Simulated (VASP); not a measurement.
A run of VASP 6.6.1:

The input POSCAR:

```
P
1.0
    1.6477431241     -5.4650377251      0.0000000000
    1.6477431241      5.4650377251      0.0000000000
    0.0000000000      0.0000000000      4.5436355900
P
4
Direct
    0.9041431300      0.0958568700      0.5888151700
    0.0958568700      0.9041431300      0.4111848300
    0.5958568700      0.4041431300      0.0888151700
    0.4041431300      0.5958568700      0.9111848300
```

Contents of INCAR.step1:

```
PREC = Accurate
ENCUT = 520
EDIFF = 1E-7
ISMEAR = -1
SIGMA = 0.05
LREAL = False
LASPH = True
NELM = 100
ALGO = Normal
ISIF = 2
LWAVE = False
LCHARG = True
GGA = RE
NBANDS = 18
```

KPOINTS.step1

```
Automatic mesh
0
Gamma
  5 5 4
```

The input INCAR.step2:

```
PREC = Accurate
ENCUT = 520
EDIFF = 1E-7
ISMEAR = -5
SIGMA = 0.05
LREAL = False
LASPH = True
NELM = 100
ALGO = Normal
ISIF = 2
LWAVE = False
LCHARG = False
GGA = RE
LORBIT = 10
NEDOS = 1001
ICHARG = 11
```

Contents of KPOINTS.step2:

```
Automatic mesh
0
Gamma
  8 8 6
```

Potentials or basis: VASP PAW PBE potentials, release 64 (P).

The run is started by

```bash
$ cat potpaw_PBE.64/P/POTCAR > POTCAR
$ cp INCAR.step1 INCAR
$ cp KPOINTS.step1 KPOINTS
$ mpirun -np 1 vasp_std > vasp.out
$ cp INCAR.step2 INCAR
$ cp KPOINTS.step2 KPOINTS
$ mpirun -np 1 vasp_std > vasp.out
```

Hardware: 1 thread of Intel(R) Xeon(R) Platinum 8559C (Emerald Rapids) (shared host).

Task: Estimate the wall time of this run.

Result: Wall time 69 s on 1 thread of Intel(R) Xeon(R) Platinum 8559C (Emerald Rapids), on a shared host, peak memory 0.24 GiB. Counts: k points 84.
